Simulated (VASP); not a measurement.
Input of a VASP 6.6.1 run:

The input INCAR:

```
ALGO = Normal
EDIFF = 1E-6
ENCUT = 600
GGA = PE
GGA_COMPAT = False
ISIF = 2
ISMEAR = 1
LASPH = True
LCHARG = False
LREAL = False
LWAVE = False
NBANDS = 16
NELM = 120
PREC = Accurate
SIGMA = 0.05
```

Contents of KPOINTS:

```
k-points
0
Gamma
  6 6 4
```

POSCAR

```
SiC
1.0
    3.1373352533      0.0000000000      0.0000000000
   -1.5686676266      2.7170120295      0.0000000000
    0.0000000000      0.0000000000      4.9327190645
Si C
2 2
Direct
    0.3333333333      0.6666666667      0.2500000000
    0.6666666667      0.3333333333      0.7500000000
    0.6666666667      0.3333333333      0.2500000000
    0.3333333333      0.6666666667      0.7500000000
```

Potentials or basis: VASP PAW PBE potentials, release 64 (Si, C).

Launch:

```bash
$ cat potpaw_PBE.64/Si/POTCAR potpaw_PBE.64/C/POTCAR > POTCAR
$ mpirun -np 1 vasp_std > vasp.out
```

Task: What does it give for the band gap on the k mesh?

Result: Zero (band 8 reaches 10.29 eV, above the bottom of band 9 at 10.17 eV).

Task: What does it give for the pressure?

Result: 3.6 GPa.

Stress tensor (GPa, compression positive):
```
5.25 0.00 0.00
0.00 5.25 0.00
0.00 0.00 0.36
```

Caveat: the k points lie up to 0.39 Å⁻¹ apart.
